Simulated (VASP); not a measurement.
A run of VASP 6.6.1 is set up as follows.

Contents of POSCAR:

```
HfO2
1.0
    0.0000000000      2.6853750000      2.6853750000
    2.6853750000      0.0000000000      2.6853750000
    2.6853750000      2.6853750000      0.0000000000
Hf O
1 2
Direct
    0.0000000000      0.0000000000      0.0000000000
    0.2500000000      0.2500000000      0.2500000000
    0.7500000000      0.7500000000      0.7500000000
```

INCAR.step1

```
PREC     = Accurate       # precision mode
ENCUT    = 520            # plane-wave cutoff, eV
ISMEAR   = 0              # smearing method
SIGMA    = 0.05           # smearing width, eV
LREAL    = F              # projectors in reciprocal space
LASPH    = T              # aspherical terms in the spheres
NELM     = 100            # most SCF steps
NBANDS   = 18             # bands
GGA      = PE             # functional
ALGO     = Normal         # electronic algorithm
EDIFF    = 1E-4           # SCF threshold, eV
LWAVE    = T              # write WAVECAR
LCHARG   = F              # write CHGCAR
```

Contents of INCAR.step2:

```
PREC     = Accurate       # precision mode
ENCUT    = 520            # plane-wave cutoff, eV
EDIFF    = 1E-6           # SCF threshold, eV
ISMEAR   = 0              # smearing method
SIGMA    = 0.05           # smearing width, eV
LREAL    = F              # projectors in reciprocal space
LASPH    = T              # aspherical terms in the spheres
NELM     = 100            # most SCF steps
ALGO     = Normal         # electronic algorithm
ISIF     = 2              # what is computed and relaxed
LWAVE    = F              # write WAVECAR
LCHARG   = F              # write CHGCAR
METAGGA  = R2SCAN         # meta-GGA
LMIXTAU  = T            
NBANDS   = 18             # bands
ISTART   = 1
```

Contents of KPOINTS:

```
Automatic mesh
0
Gamma
  8 8 8
```

Potentials or basis: VASP PAW PBE potentials, release 64 (Hf_pv, O).

Command:

```bash
$ cat potpaw_PBE.64/Hf_pv/POTCAR potpaw_PBE.64/O/POTCAR > POTCAR
$ cp INCAR.step1 INCAR
$ mpirun -np 1 vasp_std > vasp.out
$ cp INCAR.step2 INCAR
$ mpirun -np 1 vasp_std > vasp.out
```

Problem. What does it give for the pressure?

Solution. -35.8 GPa.

Problem. Predict the band gap on the k mesh.

Solution. 3.77 eV, direct.

Caveat: the cell differs from its parent crystal (strain +0.050 along x and y, +0.050 along z); the PAW data sets were made with another functional, which shifts forces and pressure a little; spin-orbit coupling is left out, which moves the levels of the heavy elements. A k mesh can miss the band edges.
